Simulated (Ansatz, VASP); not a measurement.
## Two plane-wave programs on ZnSe

INCAR

```
SYSTEM = ZnSe
ALGO = Normal ; EDIFF = 1E-6
ENCUT = 520 ; GGA = CA
ISIF = 2 ; ISMEAR = 0
LASPH = .TRUE. ; LCHARG = .FALSE.
LREAL = .FALSE. ; LWAVE = .FALSE.
NBANDS = 26 ; NELM = 100
PREC = Accurate ; SIGMA = 0.05
```

KPOINTS

```
k-points
0
G
  8 8 6
  0 0 0
```

File POSCAR:

```
ZnSe
1.0
    3.9827722569      0.0000000000      0.0000000000
    0.0000000000      3.9827722569      0.0000000000
    0.0000000000      0.0000000000      5.2564395555
Zn Se
2 2
Direct
    0.0000000000      0.0000000000      0.0000000000
    0.5000000000      0.5000000000      0.0000000000
    0.0000000000      0.5000000000      0.2231634165
    0.5000000000      0.0000000000      0.7768365835
```

Input for Ansatz:

```yaml
crystal:
  lattice:
    - [3.9827722569, 0.0, 0.0]
    - [0.0, 3.9827722569, 0.0]
    - [0.0, 0.0, 5.2564395555]
  atoms:
    - { symbol: Zn, position: [0.0, 0.0, 0.0] }
    - { symbol: Zn, position: [0.5, 0.5, 0.0] }
    - { symbol: Se, position: [0.0, 0.5, 0.2231634165] }
    - { symbol: Se, position: [0.5, 0.0, 0.7768365835] }
basis:
  ecutwfc: 520.0
kpoints:
  mp_grid: { grid: [8, 8, 6] }
hamiltonian:
  xc: lda
scf:
  occupations: { method: gaussian, width: 0.05 }
output:
  forces: true
  stress: true
  eigenvalues: true
```

Alike in both runs: task single point; functional LDA; k mesh 8 × 8 × 6; occupations gaussian, width 0.05 eV; no spin polarisation.

|  | VASP | Ansatz |
| --- | --- | --- |
| version | VASP 6.6.1 | Ansatz 0.2.0 |
| potentials or method | VASP PAW LDA potentials, release 64 (Zn, Se), cutoff 520 eV | scalar-relativistic, plane waves, PAW |
| valence electrons in the cell | 36 | 56 |

Ansatz gave:

- gap on the k mesh at the Fermi level (eV): 0.80
- least direct gap on the mesh (eV): 0.80
- pressure (GPa): 15.5
- traceless stress, the component that is largest in VASP (GPa): -1.21
- rms of the force components (eV/Å): 1.405

Estimate VASP's values.

gap on the k mesh at the Fermi level (eV): 0.81; least direct gap on the mesh (eV): 0.81; pressure (GPa): 16.2; traceless stress, the component that is largest in VASP (GPa): -1.42; rms of the force components (eV/Å): 1.450.

LDA's correlation is that of Perdew and Zunger in VASP and of Perdew and Wang (1992) in Ansatz. Atom by atom the forces differ by 0.045 eV/Å (rms over components). VASP's potentials hold 36 valence electrons a cell and Ansatz's 56, so a difference there can come from the potentials and not from the codes.
